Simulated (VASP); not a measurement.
A run of VASP 6.6.1:

INCAR

```
SYSTEM = AlAs5
  PREC = Accurate
  ENCUT = 520
  EDIFF = 1E-6
  ISMEAR = 0
  SIGMA = 0.1
  LREAL = .False.
  LASPH = .True.
  NELM = 100
  ALGO = Normal
  ISIF = 2
  LWAVE = .False.
  LCHARG = .True.
  GGA = PE
  LELF = .True.
  LVHAR = .True.
  NBANDS = 23
```

Contents of KPOINTS:

```
regular mesh
0
Gamma
  6 6 4
  0 0 0
```

File POSCAR:

```
AlAs5
1.0
    5.4208671315      0.0000000000      0.0000000000
   -2.7104335658      4.6946086464      0.0000000000
    0.0000000000      0.0000000000      5.0548874892
Al As
1 5
Direct
    0.0000000000      0.0000000000      0.0000000000
    0.3333333333      0.6666666667      0.0000000000
    0.6666666667      0.3333333333      0.0000000000
    0.5000000000      0.0000000000      0.5000000000
    0.5000000000      0.5000000000      0.5000000000
    0.0000000000      0.5000000000      0.5000000000
```

Potentials or basis: VASP PAW PBE potentials, release 64 (Al, As).

Run with:

```sh
$ cat potpaw_PBE.64/Al/POTCAR potpaw_PBE.64/As/POTCAR > POTCAR
$ mpirun -np 1 vasp_std > vasp.out
```

Hardware: 1 thread of Intel(R) Xeon(R) Platinum 8488C (Sapphire Rapids), with other jobs on the host.

Question: How long does it take, and how much memory?

Answer: Run time: 39 s on 1 thread of Intel(R) Xeon(R) Platinum 8488C (Sapphire Rapids) (shared host), peak memory 0.25 GiB. Counts: scf iterations 12, k points 21.
